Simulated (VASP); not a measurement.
Here is a VASP 6.6.1 calculation.

Contents of INCAR:

```
ALGO = Normal
EDIFF = 1E-7
ENCUT = 520
GGA = PE
ISIF = 2
ISMEAR = 0
LASPH = True
LCHARG = True
LELF = True
LREAL = False
LVHAR = True
LWAVE = False
NBANDS = 30
NELM = 100
PREC = Accurate
SIGMA = 0.1
```

The input KPOINTS:

```
k-points
0
Gamma
  4 4 2
```

The input POSCAR:

```
Al4Cl
1.0
    5.3114965817     -0.2230998280     -0.3793853382
    2.3458644792      4.2499924770     -0.2715606493
   -0.7803208925      1.1869626227      9.5890149187
Al Cl
8 2
Direct
    0.7039174283      0.6627868142      0.9578470020
    0.7138695299      0.6200106317      0.4623533323
    0.5353180934      0.2470207416      0.8102317052
    0.5565735280      0.2036149509      0.3196092652
    0.4438878417      0.7960469698      0.6805497114
    0.4646484507      0.7527286123      0.1900067935
    0.2862968766      0.3800850231      0.5378018683
    0.2958841924      0.3370434272      0.0423462626
    0.0171012984      1.0105862741      0.7901743248
    0.9825027609     -0.0099234449      0.2090797345
```

Potentials or basis: VASP PAW PBE potentials, release 64 (Al, Cl).

Launch:

```console
$ cat potpaw_PBE.64/Al/POTCAR potpaw_PBE.64/Cl/POTCAR > POTCAR
$ mpirun -np 1 vasp_std > vasp.out
```

Problem. Estimate the largest force.

Solution. 0.030 eV/Å.

Problem. What does it give for the pressure?

Solution. -0.1 GPa.

Forces in eV/Å, atoms in the order of the input:
```
Al  -0.010  0.000  0.003
Al   0.009 -0.003 -0.010
Al   0.015  0.001  0.007
Al  -0.008  0.003  0.010
Al   0.008 -0.002 -0.008
Al  -0.015  0.001 -0.010
Al  -0.010  0.000  0.008
Al   0.011  0.002 -0.004
Cl  -0.024  0.013 -0.006
Cl   0.024 -0.014  0.010
```

Caveat: the k points lie up to 0.36 Å⁻¹ apart.
